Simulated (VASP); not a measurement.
Here is a VASP 6.6.1 calculation.

The input POSCAR:

```
BeZn3Se4
1.0
    3.9487355755      0.0000000000      0.0000000000
   -1.9743677878      3.4197053212      0.0000000000
    0.0000000000      0.0000000000     13.0379726000
Be Zn Se
1 3 4
Direct
    0.3333333333      0.6666666667      0.0012130000
    0.3333333333      0.6666666667      0.5008500000
    0.6666666667      0.3333333333      0.2425510000
    0.6666666667      0.3333333333      0.7597200000
    0.3333333333      0.6666666667      0.1733880000
    0.3333333333      0.6666666667      0.6903950000
    0.6666666667      0.3333333333      0.4319450000
    0.6666666667      0.3333333333      0.9499360000
```

File INCAR.step1:

```
PREC = Accurate
ENCUT = 520
ISMEAR = 0
SIGMA = 0.02
LREAL = False
LASPH = True
NELM = 100
NBANDS = 41
GGA = PE
ALGO = Normal
EDIFF = 1E-4
LWAVE = True
LCHARG = False
```

File INCAR.step2:

```
PREC = Accurate
ENCUT = 520
EDIFF = 1E-6
ISMEAR = 0
SIGMA = 0.02
LREAL = False
LASPH = True
NELM = 100
ALGO = Normal
ISIF = 2
LWAVE = False
LCHARG = False
METAGGA = R2SCAN
LMIXTAU = True
NBANDS = 41
ISTART = 1
```

KPOINTS

```
regular mesh
0
Gamma
  12 12 2
```

Potentials or basis: VASP PAW PBE potentials, release 64 (Be, Zn, Se).

Command:

```console
$ cat potpaw_PBE.64/Be/POTCAR potpaw_PBE.64/Zn/POTCAR potpaw_PBE.64/Se/POTCAR > POTCAR
$ cp INCAR.step1 INCAR
$ mpirun -np 1 vasp_std > vasp.out
$ cp INCAR.step2 INCAR
$ mpirun -np 1 vasp_std > vasp.out
```

Task: What does it give for the largest force?

Result: 0.136 eV/Å.

Task: Predict the pressure.

Result: -1.8 GPa.

Task: Predict the band gap on the k mesh.

Result: 2.18 eV.

Stress tensor (GPa, compression positive):
```
-1.77  0.00  0.00
 0.00 -1.77  0.00
 0.00  0.00 -1.85
```

Caveat: the PAW data sets were made with another functional, which shifts forces and pressure a little. A k mesh can miss the band edges.
